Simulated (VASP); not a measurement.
Input of a VASP 6.6.1 run:

File INCAR:

```
SYSTEM = Ir
PREC = Accurate
ENCUT = 520
EDIFF = 1E-7
ISMEAR = -1
SIGMA = 0.05
LREAL = .False.
LASPH = .True.
NELM = 60
ALGO = Normal
ISIF = 2
LWAVE = .False.
LCHARG = .False.
GGA = PE
NBANDS = 16
```

The input KPOINTS:

```
regular mesh
0
Gamma
  10 10 10
  0 0 0
```

Contents of POSCAR:

```
Ir
1.0
    0.0000000000      2.6272165707      2.6272165707
    2.6272165707      0.0000000000      2.6272165707
    2.6272165707      2.6272165707      0.0000000000
Ir
2
Direct
   -0.1475000000     -0.1175000000     -0.1175000000
    0.1475000000      0.1175000000      0.1175000000
```

Potentials or basis: VASP PAW PBE potentials, release 64 (Ir).

Launch:

```bash
$ cat potpaw_PBE.64/Ir/POTCAR > POTCAR
$ mpirun -np 1 vasp_std > vasp.out
```

**Question.** Predict the largest force.

**Answer.** 4.255 eV/Å.

**Question.** Estimate the band gap on the k mesh.

**Answer.** Zero (band 9 reaches 8.55 eV, above the bottom of band 10 at 6.80 eV).

**Question.** Estimate the pressure.

**Answer.** 50.0 GPa.

Forces on the atoms (eV/Å):
```
Ir  -2.457  2.457  2.457
Ir   2.457 -2.457 -2.457
```

Caveat: the cell differs from its parent crystal (shortest bond scaled by 0.94); spin-orbit coupling is left out, which moves the levels of the heavy elements; forces of over 1 eV/Å act on the atoms, so gaps and moduli don't describe the material at rest.
